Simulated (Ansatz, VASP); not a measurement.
## MnS in VASP and in Ansatz

```
CELL_PARAMETERS angstrom
0.00000 2.50812 2.50812
2.50812 0.00000 2.50812
2.50812 2.50812 0.00000
ATOMIC_POSITIONS crystal
Mn 0.00000 0.00000 0.00000
S 0.50000 0.50000 0.50000
```

Alike in both runs: task single point; functional PBE; k mesh 5 × 5 × 5; occupations gaussian, width 0.1 eV; collinear spin.

|  | VASP | Ansatz |
| --- | --- | --- |
| version | VASP 6.6.1 | Ansatz 0.2.0 |
| potentials or method | VASP PAW PBE potentials, release 64 (Mn_pv, S) | plane waves, PAW |
| plane-wave cutoff (eV) | 520 | 420 |
| valence electrons in the cell | 19 | 21 |

VASP gave:

| Item | Value |
| --- | --- |
| pressure (GPa) | 0.8 |
| net moment per atom (μB) | 2.09 |
| size of the moment on the site where the two differ most (μB) | 3.88 |

Task: What did Ansatz give for the same quantities?

Result: Pressure (GPa): 0.8; net moment per atom (μB): 2.09; size of the moment on the site where the two differ most (μB): 3.78.

Site moments also hang on the region over which each program counts them. VASP's potentials hold 19 valence electrons a cell and Ansatz's 21, so a difference there can come from the potentials and not from the codes. Ansatz's warnings: stress scf threshold loose.

The k mesh is coarse, so the values compare programs but aren't converged.
